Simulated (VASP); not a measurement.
## Au: single point with LDA

Crystal: Au.

```xyz
1
Lattice="0.0000 2.0230 2.0230 2.0230 0.0000 2.0230 2.0230 2.0230 0.0000" Properties=species:S:1:pos:R:3 pbc="T T T"
Au    0.0000    0.0000    0.0000
```

```
Program             : VASP 6.6.1
Task                : single point
Functional          : LDA
Potentials or basis : VASP PAW LDA potentials, release 64 (Au)
Cutoff              : 520 eV
k mesh              : 13 × 13 × 13
Occupations         : methfessel-paxton, width 0.03 eV
Spin                : no spin polarisation
```

```json
{"Pressure": "0.4 GPa"}
```

Levels at points of the mesh, in eV from the Fermi level:
| k point | band 2 | band 3 | band 4 | band 5 | band 6 | band 7 | band 8 | band 9 | band 10 | band 11 |
| --- | --- | --- | --- | --- | --- | --- | --- | --- | --- | --- |
| (0.00, 0.00, 0.00) | -4.92 | -4.92 | -4.92 | -3.30 | -3.30 | 14.40 | 18.52 | 18.52 | 18.52 | 23.65 |

Run time: 6.6 s on 1 thread of Intel(R) Xeon(R) Platinum 8488C (Sapphire Rapids), on a shared host, peak memory 0.14 GiB.

Caveat: spin-orbit coupling is left out, which moves the levels of the heavy elements.
